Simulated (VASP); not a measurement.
Input of a VASP 6.6.1 run:

POSCAR

```
Bi
1.0
    4.4013439791      0.0000000000      0.0000000000
   -2.2006719895      3.8116756967      0.0000000000
    0.0000000000      0.0000000000      4.2306898702
Bi
2
Direct
    0.3333333333      0.6666666667      0.2500000000
    0.6666666667      0.3333333333      0.7500000000
```

File INCAR.step1:

```
SYSTEM = Bi
  ALGO = Normal
  EDIFF = 1E-4
  ENCUT = 520
  GGA = PE
  ISMEAR = 0
  LASPH = .TRUE.
  LCHARG = .FALSE.
  LREAL = .FALSE.
  LWAVE = .TRUE.
  NBANDS = 22
  NELM = 80
  PREC = Accurate
  SIGMA = 0.1
```

Contents of INCAR.step2:

```
SYSTEM = Bi
  ALGO = Normal
  EDIFF = 1E-6
  ENCUT = 520
  ISIF = 2
  ISMEAR = 0
  ISTART = 1
  LASPH = .TRUE.
  LCHARG = .FALSE.
  LMIXTAU = .TRUE.
  LREAL = .FALSE.
  LWAVE = .FALSE.
  METAGGA = R2SCAN
  NBANDS = 22
  NELM = 80
  PREC = Accurate
  SIGMA = 0.1
```

Contents of KPOINTS:

```
k-points
0
G
  12 12 10
  0 0 0
```

Potentials or basis: VASP PAW PBE potentials, release 64 (Bi_d).

The run is started by

```console
$ cat potpaw_PBE.64/Bi_d/POTCAR > POTCAR
$ cp INCAR.step1 INCAR
$ mpirun -np 1 vasp_std > vasp.out
$ cp INCAR.step2 INCAR
$ mpirun -np 1 vasp_std > vasp.out
```

Predict the band gap on the k mesh.

zero (bands 15 and 16 overlap by 2.57 eV).

What does it give for the pressure?

-1.3 GPa.

Caveat: the PAW data sets were made with another functional, which shifts forces and pressure a little; spin-orbit coupling is left out, which moves the levels of the heavy elements.
